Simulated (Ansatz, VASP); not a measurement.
# Two plane-wave programs on AlN

INCAR

```
SYSTEM = AlN
  PREC = Accurate
  ENCUT = 600
  EDIFF = 1E-6
  ISMEAR = 0
  SIGMA = 0.05
  LREAL = .False.
  LASPH = .True.
  NELM = 120
  ALGO = Normal
  ISIF = 2
  LWAVE = .False.
  LCHARG = .False.
  GGA = PS
  NBANDS = 16
  GGA_COMPAT = .False.
```

The input KPOINTS:

```
Automatic mesh
0
Gamma
  12 12 6
  0 0 0
```

Contents of POSCAR:

```
AlN
1.0
    3.1110021516      0.0000000000      0.0000000000
   -1.5555010758      2.6942068945      0.0000000000
    0.0000000000      0.0000000000      4.9780000000
Al N
2 2
Direct
    0.3333333333      0.6666666667      0.0000000000
    0.6666666667      0.3333333333      0.5000000000
    0.1255513615      0.4439666204      0.3850000000
    0.6666666667      0.3333333333      0.8850000000
```

Input for Ansatz:

```yaml
crystal:
  lattice:
    - [3.1110021516, 0.0, 0.0]
    - [-1.5555010758, 2.6942068945, 0.0]
    - [0.0, 0.0, 4.978]
  atoms:
    - { symbol: Al, position: [0.3333333333, 0.6666666667, 0.0] }
    - { symbol: Al, position: [0.6666666667, 0.3333333333, 0.5] }
    - { symbol: "N", position: [0.1255513615, 0.4439666204, 0.385] }
    - { symbol: "N", position: [0.6666666667, 0.3333333333, 0.885] }
basis:
  ecutwfc: 420
kpoints:
  mp_grid: { grid: [12, 12, 6] }
hamiltonian:
  xc: pbesol
scf:
  occupations: { method: gaussian, width: 0.05 }
output:
  forces: true
  stress: true
  eigenvalues: true
```

Alike in both runs: task single point; functional PBEsol; k mesh 12 × 12 × 6; occupations gaussian, width 0.05 eV; no spin polarisation.

|  | VASP | Ansatz |
| --- | --- | --- |
| version | VASP 6.6.1 | Ansatz 0.2.0 |
| potentials or method | VASP PAW PBE potentials, release 64 (Al, N), cutoff 600 eV | scalar-relativistic, plane waves, PAW |
| valence electrons in the cell | 16 | 16 |

Ansatz gave:

- gap on the k mesh at the Fermi level (eV): 2.95
- least direct gap on the mesh (eV): 2.95
- rms of the force components (eV/Å): 9.325

Question: Estimate VASP's values.

Answer: gap on the k mesh at the Fermi level (eV): 2.94; least direct gap on the mesh (eV): 2.94; rms of the force components (eV/Å): 9.351.

VASP's potentials were made for PBE, not for PBEsol. Atom by atom the forces differ by 0.026 eV/Å (rms over components).
